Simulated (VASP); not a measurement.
# Sb in VASP: single point with PBEsol

Aim: the single point of Sb with PBEsol.

Program: VASP 6.6.1. These are calculated values, not measurements. Logs are shortened: lines on timing, memory, paths and dates and some standing lists are left out, and cuts for length are marked.

## 1. The cell of the first run

The cell holds a sheet with vacuum, 2 atoms: a = 3.133 Å, b = 3.133 Å, c = 31.360 Å, α = 90.00°, β = 90.00°, γ = 90.00°.

## 2. Single point, PBEsol

Input file INCAR:

```
SYSTEM = Sb
ALGO = Normal
EDIFF = 1E-6
ENCUT = 520
GGA = PS
ISIF = 2
ISMEAR = -1
LASPH = .TRUE.
LCHARG = .FALSE.
LREAL = .FALSE.
LWAVE = .FALSE.
NBANDS = 12
NELM = 100
PREC = Accurate
SIGMA = 0.05
```

Input file KPOINTS:

```
k-points
0
G
  9 9 1
  0 0 0
```

Input file POSCAR:

```
Sb
1.0
    3.1333400000      0.0000000000      0.0000000000
    0.0000000000      3.1333400000      0.0000000000
    0.0000000000      0.0000000000     31.3600000000
Sb
2
Direct
    0.0000000000      0.0000000000      0.2420100000
    0.0000000000      0.0000000000      0.3319700000
```

Potentials or basis: VASP PAW PBE potentials, release 64 (Sb).

Command:

```console
$ cat potpaw_PBE.64/Sb/POTCAR > POTCAR
$ mpirun -np 1 vasp_std > vasp.out
```

OUTCAR:

```text
SYSTEM = Sb
   EDIFF = 1E-6
   ENCUT = 520
   GGA = PS
   ISIF = 2
   ISMEAR = -1
   LASPH = .TRUE.
   LREAL = .FALSE.
   NELM = 100
   PREC = Accurate

 ion  position               nearest neighbor table
   1  0.000  0.000  0.242-   2 2.82
   2  0.000  0.000  0.332-   1 2.82

  LATTYP: Found a simple tetragonal cell.
 ALAT       =     3.1333400000
 C/A-ratio  =    10.0084893436

  Lattice vectors:

 A1 = (   3.1333400000,   0.0000000000,   0.0000000000)
 A2 = (   0.0000000000,   3.1333400000,   0.0000000000)
 A3 = (   0.0000000000,   0.0000000000,  31.3600000000)

Analysis of symmetry for initial positions (statically):
=====================================================================
 Subroutine PRICEL returns:
 Original cell was already a primitive cell.

 Routine SETGRP: Setting up the symmetry group for a
 simple tetragonal supercell.

 Subroutine GETGRP returns: Found 16 space group operations
 (whereof  8 operations were pure point group operations)
 out of a pool of 16 trial point group operations.

The static configuration has the point symmetry C_4v.
 The point group associated with its full space group is D_4h.

Analysis of symmetry for dynamics (positions and initial velocities):
=====================================================================
 Subroutine PRICEL returns:
 Original cell was already a primitive cell.

 Routine SETGRP: Setting up the symmetry group for a
 simple tetragonal supercell.

 Subroutine GETGRP returns: Found 16 space group operations
 (whereof  8 operations were pure point group operations)
 out of a pool of 16 trial point group operations.

The dynamic configuration has the point symmetry C_4v.
 The point group associated with its full space group is D_4h.

 Subroutine INISYM returns: Found 16 space group operations
 (whereof  8 operations are pure point group operations),
 and found     1 'primitive' translations

----------------------------------------------------------------------------------------

                                     Primitive cell

  volume of cell :     307.8868

  direct lattice vectors                    reciprocal lattice vectors
     3.133340000  0.000000000  0.000000000     0.319148257  0.000000000  0.000000000
     0.000000000  3.133340000  0.000000000     0.000000000  0.319148257  0.000000000
     0.000000000  0.000000000 31.360000000     0.000000000  0.000000000  0.031887755

  length of vectors
     3.133340000  3.133340000 31.360000000     0.319148257  0.319148257  0.031887755

  position of ions in fractional coordinates (direct lattice)
[... 79 lines left out ...]
   PSTRESS=    0.0 pullay stress
   NELECT =      10.0000    total number of electrons
   NUPDOWN=      -1.0000    fix difference up-down
   EMIN   =  10.00;   EMAX   =-10.00  energy-range for DOS
   EFERMI =   0.00;   METHOD = LEGACY
   ISMEAR =    -1;   SIGMA  =   0.05  broadening in eV -4-tet -1-fermi 0-gaus
   EFERMI_NEDOS =   21; number of points for ismear=-14 and -15
   IALGO  =     38    algorithm
   IMIX   =      4    mixing-type and parameters
     AMIX     =   0.40;   BMIX     =  1.00
     AMIX_MAG =   1.60;   BMIX_MAG =  1.00
  volume/ion in A,a.u.               =     153.94      1038.86
  Fermi-wavevector in a.u.,A,eV,Ry     =   0.522329  0.987059  3.712050  0.272828
  Thomas-Fermi vector in A             =   1.541083
   LORBIT       =      0    0 simple, 1 ext, 2 COOP (PROOUT), +10 PAW based schemes
   GGA     = PS    functional components
   LHFCALC =     F    Hartree Fock is set to
   AEXX    =    0.0000 exact exchange contribution
   IVDW    =     0    specifies the selected vdW correction
   LEPSILON=     F    determine dielectric tensor
   LRPA    =     F    only Hartree local field effects (RPA)
 non-spin polarized calculation
  energy-cutoff  :      520.00
  volume of cell :      307.89
 maximum number of plane-waves:      8352
 NGX is ok and might be reduce to    24
   NGX = 11   NGY = 11   NGZ =117

 number of electron      10.0000000 magnetization

 Free energy of the ion-electron system (eV)
  ---------------------------------------------------
  ext. energy  EPLUGINS =         0.00000000
  ---------------------------------------------------
  free energy    TOTEN  =        -8.70746782 eV

  energy without entropy =       -8.69448515  energy(sigma->0) =       -8.70097649

 E-fermi :  -1.6701     XC(G=0):  -2.2616

 val. band max:       -1.6718134648   @ k =   0.4444   0.3333   0.0000
 cond. band min:      -1.6209878535   @ k =   0.0000   0.0000   0.0000
 fundamental gap:      0.0508256113
 Fermi energy:        -1.6700855351

 k-point     1 :       0.0000    0.0000    0.0000
  band No.  band energies     occupation
      1     -13.9672      2.00000
      2     -11.9777      2.00000
      3      -5.8734      2.00000
      4      -1.6210      0.54501
      5       1.4491      0.00000
      6       1.4491      0.00000
      7       1.6526      0.00000
      8       2.0919      0.00000
      9       2.1627      0.00000
     10       2.6422      0.00000
     11       2.8893      0.00000
     12       3.0673      0.00000
[... 196 lines left out ...]
 k-point    15 :       0.4444    0.4444    0.0000
  band No.  band energies     occupation
      1      -9.5976      2.00000
      2      -7.2632      2.00000
      3      -5.0099      2.00000
      4      -4.9310      2.00000
      5      -3.4869      2.00000
      6      -3.3117      2.00000
      7      -2.0334      1.99860
      8       0.9741      0.00000
      9       2.7077      0.00000
     10       2.9180      0.00000
     11       4.0498      0.00000
     12       4.3200      0.00000

------------------------ aborting loop because EDIFF is reached ----------------------------------------

  FORCE on cell =-STRESS in cart. coord.  units (eV):
  Direction    XX          YY          ZZ          XY          YZ          ZX
  --------------------------------------------------------------------------------------
  -------------------------------------------------------------------------------------
  Total       -0.1801353     -0.1801353     -0.4485671      0.0000000     -0.0000000      0.0000000
  in kB       -0.9373857     -0.9373857     -2.3342473      0.0000000     -0.0000000      0.0000000
  external PRESSURE =      -1.4030062 kB  Pullay stress =       0.0000000 kB

 VOLUME and BASIS-vectors are now :
 -----------------------------------------------------------------------------
  energy-cutoff  :      520.00
  volume of cell :      307.89
      direct lattice vectors                 reciprocal lattice vectors
     3.133340000  0.000000000  0.000000000     0.319148257  0.000000000  0.000000000
     0.000000000  3.133340000  0.000000000     0.000000000  0.319148257  0.000000000
     0.000000000  0.000000000 31.360000000     0.000000000  0.000000000  0.031887755

 POSITION                                       TOTAL-FORCE (eV/Angst)
 -----------------------------------------------------------------------------------
      0.00000      0.00000      7.58943        -0.000000      0.000000      0.158259
      0.00000      0.00000     10.41058         0.000000      0.000000     -0.158259
 -----------------------------------------------------------------------------------
    total drift:                                0.000000     -0.000000      0.000000

  FREE ENERGIE OF THE ION-ELECTRON SYSTEM (eV)
  ---------------------------------------------------
  free  energy   TOTEN  =        -8.7074678213 eV

  energy  without entropy=       -8.6944851501  energy(sigma->0) =       -8.70097649
```

It took 1.9 min on 1 thread of Intel Xeon 8259CL, shared host; peak memory 0.37 GiB.

What came out:

| Quantity | Value |
| --- | --- |
| Free energy | -8.7075 eV |
| Largest force | 0.158 eV/Å |
| Band gap on the k mesh | zero (bands 5 and 6 overlap by 4.76 eV) |

Forces in eV/Å, atoms in the order of the input:
```
Sb   0.000  0.000  0.158
Sb   0.000  0.000 -0.158
```

Levels at points of the mesh, in eV from the Fermi level:
| k point | band 2 | band 3 | band 4 | band 5 | band 6 | band 7 | band 8 | band 9 |
| --- | --- | --- | --- | --- | --- | --- | --- | --- |
| (0.00, 0.00, 0.00) | -10.31 | -4.20 | 0.05 | 3.12 | 3.12 | 3.32 | 3.76 | 3.83 |

Caveat: the PAW data sets were made with another functional, which shifts forces and pressure a little; spin-orbit coupling is left out, which moves the levels of the heavy elements.
